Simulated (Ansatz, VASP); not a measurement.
**Two plane-wave programs on KMgF3**

```
K Mg F
1.0
     3.98590    0.00000    0.00000
     0.00000    3.98590    0.00000
     0.00000    0.00000    3.98590
K Mg F
1 1 3
Direct
  0.50000 0.50000 0.50000
  0.00000 0.00000 0.00000
  0.50000 0.08870 0.08870
  0.00000 0.58870 0.08870
  0.00000 0.08870 0.58870
```

Change from the starting cell: all F atoms moved -0.500 Å, as atom 3 towards its neighbour atom 1 (K) at 2.818 Å.

Alike in both runs: task single point; functional LDA; k mesh 6 × 6 × 6; occupations gaussian, width 0.05 eV; no spin polarisation.

|  | VASP | Ansatz |
| --- | --- | --- |
| version | VASP 6.6.1 | Ansatz 0.2.0 |
| potentials or method | VASP PAW LDA potentials, release 64 (K_sv, Mg, F), cutoff 520 eV | scalar-relativistic, plane waves, PAW |
| valence electrons in the cell | 32 | 40 |

VASP gave:

* gap on the k mesh at the Fermi level (eV): 6.82
* least direct gap on the mesh (eV): 7.13
* pressure (GPa): 7.4
* traceless stress, the component that is largest in VASP (GPa): -12.48
* rms of the force components (eV/Å): 1.991

What did Ansatz give for the same quantities?

gap on the k mesh at the Fermi level (eV): 6.84; least direct gap on the mesh (eV): 7.15; pressure (GPa): 7.4; traceless stress, the component that is largest in VASP (GPa): -11.83; rms of the force components (eV/Å): 1.888.

LDA's correlation is that of Perdew and Zunger in VASP and of Perdew and Wang (1992) in Ansatz. Atom by atom the forces differ by 0.104 eV/Å (rms over components). VASP's potentials hold 32 valence electrons a cell and Ansatz's 40, so a difference there can come from the potentials and not from the codes.
